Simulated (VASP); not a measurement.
Write the native input for VASP 6.6.1 that does the following.

```
Task                               : single point
Functional                         : r2SCAN-based global hybrid with 15 % exact exchange
Potentials or basis                : VASP PAW PBE potentials, release 64 (Ti_sv, B)
Cutoff                             : 520 eV
k mesh                             : 6 × 6 × 5
Occupations                        : fermi-dirac, width 0.05 eV
Spin                               : no spin polarisation
Dipole correction                  : no
Grid for exact exchange (PRECFOCK) : Normal
Share of exact exchange            : 0.15
Further INCAR settings             : ALGO = Normal; EDIFF = 1e-07; NBANDS = 16
```

TiB2:

```xyz
3
Lattice="3.0292 0.0000 0.0000 -1.5146 2.6234 0.0000 0.0000 0.0000 3.2284" Properties=species:S:1:pos:R:3 pbc="T T T"
Ti    0.0000    0.0000    0.0000
B     1.5146    0.8745    1.6142
B     0.0000    1.7489    1.6142
```

The input as run:

POSCAR

```
TiB2
1.0
    3.0292000000      0.0000000000      0.0000000000
   -1.5146000000      2.6233641531      0.0000000000
    0.0000000000      0.0000000000      3.2284000000
Ti B
1 2
Direct
    0.0000000000      0.0000000000      0.0000000000
    0.6666666667      0.3333333333      0.5000000000
    0.3333333333      0.6666666667      0.5000000000
```

INCAR.step1

```
PREC = Accurate
ENCUT = 520
EDIFF = 1E-5
ISMEAR = -1
SIGMA = 0.05
LREAL = False
LASPH = True
NELM = 80
ALGO = Normal
ISIF = 2
LWAVE = True
LCHARG = False
NBANDS = 16
GGA = PE
```

INCAR.step2

```
PREC = Accurate
ENCUT = 520
EDIFF = 1E-7
ISMEAR = -1
SIGMA = 0.05
LREAL = False
LASPH = True
NELM = 80
ALGO = Normal
ISIF = 2
LWAVE = False
LCHARG = False
METAGGA = R2SCAN
LHFCALC = True
AEXX = 0.15
LMIXTAU = True
PRECFOCK = Normal
NBANDS = 16
ISTART = 1
```

KPOINTS

```
Automatic mesh
0
Gamma
  6 6 5
```

Potentials or basis: VASP PAW PBE potentials, release 64 (Ti_sv, B).

Launch:

```sh
$ cat potpaw_PBE.64/Ti_sv/POTCAR potpaw_PBE.64/B/POTCAR > POTCAR
$ cp INCAR.step1 INCAR
$ mpirun -np 1 vasp_std > vasp.out
$ cp INCAR.step2 INCAR
$ mpirun -np 1 vasp_std > vasp.out
```

Results of the run:

- Pressure: -3.2 GPa
- Band gap on the k mesh: zero (bands 9 and 10 overlap by 0.09 eV)

Caveat: the k points lie up to 0.40 Å⁻¹ apart; the PAW data sets were made with another functional, which shifts forces and pressure a little.

It took 43 min on 1 thread of AMD EPYC 7R13 Processor (Zen 3), on a shared host, peak memory 0.13 GiB.
